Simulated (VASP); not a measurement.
# LiF (P6_3/mmc) in VASP: a series of runs

LiF is run at these levels: PBE, r2SCAN; tasks: single point.

All numbers are computed with VASP 6.6.1; they aren't measurements. Logs are shortened: lines on timing, memory, paths and dates and some standing lists are left out, and cuts for length are marked.

**1. The cell of the first run**

Symmetry: P6_3/mmc, No. 194, hexagonal system. The conventional cell has a = 2.776 Å, b = 2.776 Å, c = 4.783 Å, α = 90.00°, β = 90.00°, γ = 120.00°. Within 2.6 Å of Li (site symmetry -3m) lie 6 F at 2.00 Å and 2 Li at 2.39 Å. F (site symmetry -6m2) has 6 Li at 2.00 Å within 2.6 Å.

**2. Single point, PBE**

INCAR

```
PREC = Accurate
ENCUT = 520
EDIFF = 1E-6
ISMEAR = 0
SIGMA = 0.01
LREAL = False
LASPH = True
NELM = 100
ALGO = Normal
ISIF = 2
LWAVE = False
LCHARG = True
GGA = PE
LELF = True
LVHAR = True
NBANDS = 18
```

KPOINTS

```
Automatic mesh
0
Gamma
  12 12 6
```

POSCAR

```
LiF
1.0
    2.7757075657      0.0000000000      0.0000000000
   -1.3878537829      2.4038332654      0.0000000000
    0.0000000000      0.0000000000      4.7826938478
Li F
2 2
Direct
    0.0000000000      0.0000000000      0.0000000000
    0.0000000000      0.0000000000      0.5000000000
    0.3333333333      0.6666666667      0.2500000000
    0.6666666667      0.3333333333      0.7500000000
```

Potentials or basis: VASP PAW PBE potentials, release 64 (Li_sv, F).

Launch:

```bash
> cat potpaw_PBE.64/Li_sv/POTCAR potpaw_PBE.64/F/POTCAR > POTCAR
> mpirun -np 1 vasp_std > vasp.out
```

OUTCAR:

```text
PREC = Accurate
   ENCUT = 520
   EDIFF = 1E-6
   ISMEAR = 0
   LREAL = False
   LASPH = True
   NELM = 100
   ISIF = 2
   GGA = PE

 ion  position               nearest neighbor table
   1  0.000  0.000  0.000-   3 2.00   4 2.00   4 2.00   3 2.00   4 2.00   3 2.00   2 2.39   2 2.39

   2  0.000  0.000  0.500-   3 2.00   4 2.00   4 2.00   3 2.00   4 2.00   3 2.00   1 2.39   1 2.39

   3  0.333  0.667  0.250-   1 2.00   2 2.00   1 2.00   2 2.00   1 2.00   2 2.00
   4  0.667  0.333  0.750-   1 2.00   2 2.00   1 2.00   2 2.00   1 2.00   2 2.00

  LATTYP: Found a hexagonal cell.
 ALAT       =     2.7757075657
 C/A-ratio  =     1.7230539366

  Lattice vectors:

 A1 = (   2.7757075657,   0.0000000000,   0.0000000000)
 A2 = (  -1.3878537829,   2.4038332654,   0.0000000000)
 A3 = (   0.0000000000,   0.0000000000,   4.7826938478)

Analysis of symmetry for initial positions (statically):
=====================================================================
 Subroutine PRICEL returns:
 Original cell was already a primitive cell.

 Routine SETGRP: Setting up the symmetry group for a
 hexagonal supercell.

 Subroutine GETGRP returns: Found 24 space group operations
 (whereof 12 operations were pure point group operations)
 out of a pool of 24 trial point group operations.

The static configuration has the point symmetry D_3d.
 The point group associated with its full space group is D_6h.

Analysis of symmetry for dynamics (positions and initial velocities):
=====================================================================
 Subroutine PRICEL returns:
 Original cell was already a primitive cell.

 Routine SETGRP: Setting up the symmetry group for a
 hexagonal supercell.

 Subroutine GETGRP returns: Found 24 space group operations
 (whereof 12 operations were pure point group operations)
 out of a pool of 24 trial point group operations.

The dynamic configuration has the point symmetry D_3d.
 The point group associated with its full space group is D_6h.

 Subroutine INISYM returns: Found 24 space group operations
 (whereof 12 operations are pure point group operations),
 and found     1 'primitive' translations

----------------------------------------------------------------------------------------

                                     Primitive cell

  volume of cell :      31.9118

[... 85 lines left out ...]
   ICHARG =      2    charge: 1-file 2-atom 10-const
   ISPIN  =      1    spin polarized calculation?
   LNONCOLLINEAR =      F non collinear calculations
   LSORBIT =      F    spin-orbit coupling
   LASPH  =      T    aspherical Exc in radial PAW
   ENCUT  =  520.0 eV  38.22 Ry    6.18 a.u.   5.16  5.16  8.89*2*pi/ulx,y,z
   NELM   =    100;   NELMIN=  2; NELMDL= -5     # of ELM steps
   EDIFF  = 0.1E-05   stopping-criterion for ELM
   LREAL  =      F    real-space projection
   EDIFFG = 0.1E-04   stopping-criterion for IOM
   NSW    =      0    number of steps for IOM
   IBRION =     -1    ionic relax: 0-MD 1-quasi-New 2-CG
   NFREE  =      0    steps in history (QN), initial steepest desc. (CG)
   ISIF   =      2    stress and relaxation
   ISYM   =      2    0-nonsym 1-usesym 2-fastsym
   POTIM  = 0.5000    time-step for ionic-motion
   TEBEG  =    0.0;   TEEND  =   0.0 temperature during run
   PSTRESS=    0.0 pullay stress
   NELECT =      20.0000    total number of electrons
   NUPDOWN=      -1.0000    fix difference up-down
   EMIN   =  10.00;   EMAX   =-10.00  energy-range for DOS
   EFERMI =   0.00;   METHOD = LEGACY
   ISMEAR =     0;   SIGMA  =   0.01  broadening in eV -4-tet -1-fermi 0-gaus
   EFERMI_NEDOS =   21; number of points for ismear=-14 and -15
   IALGO  =     38    algorithm
   IMIX   =      4    mixing-type and parameters
     AMIX     =   0.40;   BMIX     =  1.00
     AMIX_MAG =   1.60;   BMIX_MAG =  1.00
  volume/ion in A,a.u.               =       7.98        53.84
  Fermi-wavevector in a.u.,A,eV,Ry     =   1.400989  2.647485 26.705096  1.962769
  Thomas-Fermi vector in A             =   2.523895
   LORBIT       =      0    0 simple, 1 ext, 2 COOP (PROOUT), +10 PAW based schemes
   GGA     = PE    functional components
   LHFCALC =     F    Hartree Fock is set to
   AEXX    =    0.0000 exact exchange contribution
   IVDW    =     0    specifies the selected vdW correction
   LEPSILON=     F    determine dielectric tensor
   LRPA    =     F    only Hartree local field effects (RPA)
 non-spin polarized calculation
 Gauss-broadening in eV      SIGMA  =   0.01
  energy-cutoff  :      520.00
  volume of cell :       31.91
 maximum number of plane-waves:       872
 NGX is ok and might be reduce to    24
   NGX = 11   NGY = 11   NGZ = 17

 number of electron      19.9999983 magnetization

 Free energy of the ion-electron system (eV)
  ---------------------------------------------------
  ext. energy  EPLUGINS =         0.00000000
  ---------------------------------------------------
  free energy    TOTEN  =       -19.08372567 eV

  energy without entropy =      -19.08372567  energy(sigma->0) =      -19.08372567

 E-fermi :  -0.6847     XC(G=0): -10.0930

 val. band max:       -0.7669653509   @ k =   0.0000   0.0000   0.0000
 cond. band min:       8.4506703429   @ k =   0.0000   0.0000   0.0000
 fundamental gap:      9.2176356938
 Fermi energy:        -0.6846787239

 k-point     1 :       0.0000    0.0000    0.0000
  band No.  band energies     occupation
      1     -41.8914      2.00000
      2     -41.7948      2.00000
      3     -20.9071      2.00000
      4     -20.5512      2.00000
      5      -3.4795      2.00000
      6      -1.0702      2.00000
[... 481 lines left out ...]
      5      -3.1889      2.00000
      6      -2.8197      2.00000
[... 10 lines left out ...]
     17      19.0414      0.00000
     18      19.7555      0.00000

 [... further k-points ...]
[... 5 lines left out ...]
  --------------------------------------------------------------------------------------
  -------------------------------------------------------------------------------------
  Total        0.7718383      0.7718383      0.7998069     -0.0000000     -0.0000000      0.0000000
  in kB       38.7513000     38.7513000     40.1555056     -0.0000000     -0.0000000      0.0000000
  external PRESSURE =      39.2193686 kB  Pullay stress =       0.0000000 kB

 VOLUME and BASIS-vectors are now :
 -----------------------------------------------------------------------------
  energy-cutoff  :      520.00
  volume of cell :       31.91
      direct lattice vectors                 reciprocal lattice vectors
     2.775707566  0.000000000  0.000000000     0.360268500  0.208001115  0.000000000
    -1.387853783  2.403833265  0.000000000     0.000000000  0.416002230  0.000000000
     0.000000000  0.000000000  4.782693848     0.000000000  0.000000000  0.209087186

 POSITION                                       TOTAL-FORCE (eV/Angst)
 -----------------------------------------------------------------------------------
      0.00000      0.00000      0.00000         0.000000      0.000000     -0.000000
      0.00000      0.00000      2.39135         0.000000      0.000000     -0.000000
     -0.00000      1.60256      1.19567        -0.000000      0.000000      0.000000
      1.38785      0.80128      3.58702         0.000000     -0.000000     -0.000000
 -----------------------------------------------------------------------------------
    total drift:                               -0.000000      0.000000     -0.000000

  FREE ENERGIE OF THE ION-ELECTRON SYSTEM (eV)
  ---------------------------------------------------
  free  energy   TOTEN  =       -19.0837256681 eV

  energy  without entropy=      -19.0837256681  energy(sigma->0) =      -19.08372567
```

stdout:

```text
POSCAR found type information on POSCAR LiF
 POSCAR found :  2 types and       4 ions
 scaLAPACK will be used
 LDA part: xc-table for (Slater+PW92), standard interpolation
 POSCAR, INCAR and KPOINTS ok, starting setup
 FFT: planning ... GRIDC
 FFT: planning ... GRID_SOFT
 FFT: planning ... GRID
 WAVECAR not read
 entering main loop
```

Wall time 13 s (1 thread of Intel Xeon 6975P-C (Granite Rapids), shared host); peak memory 0.17 GiB.

Results:

| Property | Result |
| --- | --- |
| Free energy | -19.0837 eV |
| Band gap on the k mesh | 9.22 eV, direct |

Levels at points of the mesh, in eV from the valence-band top:
| k point | band 7 | band 8 | band 9 | band 10 | band 11 | band 12 | band 13 | band 14 |
| --- | --- | --- | --- | --- | --- | --- | --- | --- |
| (0.00, 0.00, 0.00) | -0.17 | -0.17 | 0.00 | 0.00 | 9.22 | 10.85 | 16.50 | 20.14 |
| (0.50, 0.00, 0.00) | -1.93 | -0.97 | -0.70 | -0.30 | 11.23 | 15.11 | 15.74 | 16.40 |
| (0.00, 0.00, 0.50) | -0.09 | -0.09 | -0.09 | -0.09 | 10.49 | 10.49 | 17.28 | 17.28 |
| (0.50, 0.00, 0.50) | -0.96 | -0.96 | -0.65 | -0.65 | 12.72 | 12.72 | 16.61 | 16.61 |

Caveat: the cutoff is under 1.25 times the usual one of these potentials, so pressure, stress and relaxed cells hold a basis-set (Pulay) error. A k mesh can miss the band edges.

**3. Single point, r2SCAN**

POSCAR is that of step 2.

INCAR.step1

```
SYSTEM = LiF
  PREC = Accurate
  ENCUT = 520
  ISMEAR = 0
  SIGMA = 0.01
  LREAL = .FALSE.
  LASPH = .TRUE.
  NELM = 100
  NBANDS = 18
  GGA = PE
  ALGO = Normal
  EDIFF = 1E-4
  LWAVE = .TRUE.
  LCHARG = .FALSE.
```

INCAR.step2

```
SYSTEM = LiF
  PREC = Accurate
  ENCUT = 520
  EDIFF = 1E-6
  ISMEAR = 0
  SIGMA = 0.01
  LREAL = .FALSE.
  LASPH = .TRUE.
  NELM = 100
  ALGO = Normal
  ISIF = 2
  LWAVE = .FALSE.
  LCHARG = .TRUE.
  METAGGA = R2SCAN
  LMIXTAU = .TRUE.
  LELF = .TRUE.
  LVHAR = .TRUE.
  NBANDS = 18
  ISTART = 1
```

KPOINTS

```
regular mesh
0
G
  12 12 6
  0 0 0
```

Potentials or basis: VASP PAW PBE potentials, release 64 (Li_sv, F).

Launch:

```bash
> cat potpaw_PBE.64/Li_sv/POTCAR potpaw_PBE.64/F/POTCAR > POTCAR
> cp INCAR.step1 INCAR
> mpirun -np 1 vasp_std > vasp.out
> cp INCAR.step2 INCAR
> mpirun -np 1 vasp_std > vasp.out
```

OUTCAR:

```text
SYSTEM = LiF
   PREC = Accurate
   ENCUT = 520
   EDIFF = 1E-6
   ISMEAR = 0
   LREAL = .FALSE.
   LASPH = .TRUE.
   NELM = 100
   ISIF = 2
   METAGGA = R2SCAN
   ISTART = 1

 ion  position               nearest neighbor table
   1  0.000  0.000  0.000-   3 2.00   4 2.00   4 2.00   3 2.00   4 2.00   3 2.00   2 2.39   2 2.39

   2  0.000  0.000  0.500-   3 2.00   4 2.00   4 2.00   3 2.00   4 2.00   3 2.00   1 2.39   1 2.39

   3  0.333  0.667  0.250-   1 2.00   2 2.00   1 2.00   2 2.00   1 2.00   2 2.00
   4  0.667  0.333  0.750-   1 2.00   2 2.00   1 2.00   2 2.00   1 2.00   2 2.00

  LATTYP: Found a hexagonal cell.
 ALAT       =     2.7757075657
 C/A-ratio  =     1.7230539366

  Lattice vectors:

 A1 = (   2.7757075657,   0.0000000000,   0.0000000000)
 A2 = (  -1.3878537829,   2.4038332654,   0.0000000000)
 A3 = (   0.0000000000,   0.0000000000,   4.7826938478)

Analysis of symmetry for initial positions (statically):
[... 173 lines left out ...]
  ---------------------------------------------------
  ext. energy  EPLUGINS =         0.00000000
  ---------------------------------------------------
  free energy    TOTEN  =       -23.62135647 eV

  energy without entropy =      -23.62135647  energy(sigma->0) =      -23.62135647

 E-fermi :  -1.3143     XC(G=0): -10.6677

 val. band max:       -1.3865633101   @ k =   0.0000   0.0000   0.0000
 cond. band min:       9.0148304338   @ k =   0.0000   0.0000   0.0000
 fundamental gap:     10.4013937439
 Fermi energy:        -1.3142672036

 k-point     1 :       0.0000    0.0000    0.0000
  band No.  band energies     occupation
      1     -43.6687      2.00000
      2     -43.5754      2.00000
      3     -22.6496      2.00000
      4     -22.3140      2.00000
      5      -4.0682      2.00000
      6      -1.6940      2.00000
[... 481 lines left out ...]
      5      -3.7974      2.00000
      6      -3.4321      2.00000
[... 10 lines left out ...]
     17      20.0153      0.00000
     18      20.8355      0.00000

 [... further k-points ...]
[... 5 lines left out ...]
  --------------------------------------------------------------------------------------
  -------------------------------------------------------------------------------------
  Total       -0.1395201     -0.1395201     -0.1092444      0.0000000      0.0000000      0.0000000
  in kB       -7.0048137     -7.0048137     -5.4847784      0.0000000      0.0000000      0.0000000
  external PRESSURE =      -6.4981353 kB  Pullay stress =       0.0000000 kB

 VOLUME and BASIS-vectors are now :
 -----------------------------------------------------------------------------
  energy-cutoff  :      520.00
  volume of cell :       31.91
      direct lattice vectors                 reciprocal lattice vectors
     2.775707566  0.000000000  0.000000000     0.360268500  0.208001115  0.000000000
    -1.387853783  2.403833265  0.000000000     0.000000000  0.416002230  0.000000000
     0.000000000  0.000000000  4.782693848     0.000000000  0.000000000  0.209087186

 POSITION                                       TOTAL-FORCE (eV/Angst)
 -----------------------------------------------------------------------------------
      0.00000      0.00000      0.00000        -0.000000      0.000000      0.000000
      0.00000      0.00000      2.39135        -0.000000      0.000000      0.000000
     -0.00000      1.60256      1.19567        -0.000000      0.000000     -0.000000
      1.38785      0.80128      3.58702         0.000000     -0.000000      0.000000
 -----------------------------------------------------------------------------------
    total drift:                               -0.000000      0.000000     -0.000000

  FREE ENERGIE OF THE ION-ELECTRON SYSTEM (eV)
  ---------------------------------------------------
  free  energy   TOTEN  =       -23.6213564723 eV

  energy  without entropy=      -23.6213564723  energy(sigma->0) =      -23.62135647
```

OUTCAR.step1:

```text
SYSTEM = LiF
   PREC = Accurate
   ENCUT = 520
   ISMEAR = 0
   LREAL = .FALSE.
   LASPH = .TRUE.
   NELM = 100
[... 737 lines left out ...]
      0.00000      0.00000      2.39135         0.000000      0.000000     -0.000000
     -0.00000      1.60256      1.19567         0.000000     -0.000000      0.000000
      1.38785      0.80128      3.58702        -0.000000      0.000000     -0.000000
 -----------------------------------------------------------------------------------
    total drift:                               -0.000000      0.000000     -0.000000

  FREE ENERGIE OF THE ION-ELECTRON SYSTEM (eV)
  ---------------------------------------------------
  free  energy   TOTEN  =       -19.0837252007 eV

  energy  without entropy=      -19.0837252007  energy(sigma->0) =      -19.08372520
```

OSZICAR.step1:

```text
N       E                     dE             d eps       ncg     rms          rms(c)
DAV:   1     0.105124283246E+03    0.10512E+03   -0.10697E+04  2744   0.119E+03
DAV:   2    -0.130368303182E+02   -0.11816E+03   -0.11556E+03  3348   0.287E+02
DAV:   3    -0.200230399039E+02   -0.69862E+01   -0.69317E+01  4760   0.549E+01
DAV:   4    -0.201001997857E+02   -0.77160E-01   -0.77095E-01  3326   0.665E+00
DAV:   5    -0.201012463974E+02   -0.10466E-02   -0.10465E-02  3330   0.566E-01    0.641E+00
DAV:   6    -0.190571788289E+02    0.10441E+01   -0.26841E+00  2860   0.130E+01    0.192E+00
DAV:   7    -0.190695505920E+02   -0.12372E-01   -0.69179E-02  3620   0.201E+00    0.126E+00
DAV:   8    -0.190839004467E+02   -0.14350E-01   -0.32911E-02  3610   0.183E+00    0.231E-01
DAV:   9    -0.190834797678E+02    0.42068E-03   -0.31656E-03  3206   0.516E-01    0.735E-02
DAV:  10    -0.190837569852E+02   -0.27722E-03   -0.59304E-04  3010   0.194E-01    0.623E-02
DAV:  11    -0.190837252007E+02    0.31784E-04   -0.83784E-05  1730   0.847E-02
   1 F= -.19083725E+02 E0= -.19083725E+02  d E =-.182856E-34
```

Wall time 50 s (1 thread of Intel Xeon 6975P-C (Granite Rapids), shared host); peak memory 0.17 GiB.

What came out:

- Free energy: -23.6214 eV
- Band gap on the k mesh: 10.40 eV, direct

Levels at points of the mesh, in eV from the valence-band top:
| k point | band 8 | band 9 | band 10 | band 11 | band 12 | band 13 |
| --- | --- | --- | --- | --- | --- | --- |
| (0.00, 0.00, 0.00) | -0.19 | 0.00 | 0.00 | 10.40 | 11.95 | 17.94 |
| (0.50, 0.00, 0.00) | -0.98 | -0.71 | -0.32 | 12.30 | 16.37 | 17.14 |
| (0.00, 0.00, 0.50) | -0.09 | -0.09 | -0.09 | 11.66 | 11.66 | 18.60 |
| (0.50, 0.00, 0.50) | -0.97 | -0.66 | -0.66 | 13.87 | 13.87 | 18.12 |

Caveat: the cutoff is under 1.25 times the usual one of these potentials, so pressure, stress and relaxed cells hold a basis-set (Pulay) error; the PAW data sets were made with another functional, which shifts forces and pressure a little. A k mesh can miss the band edges.
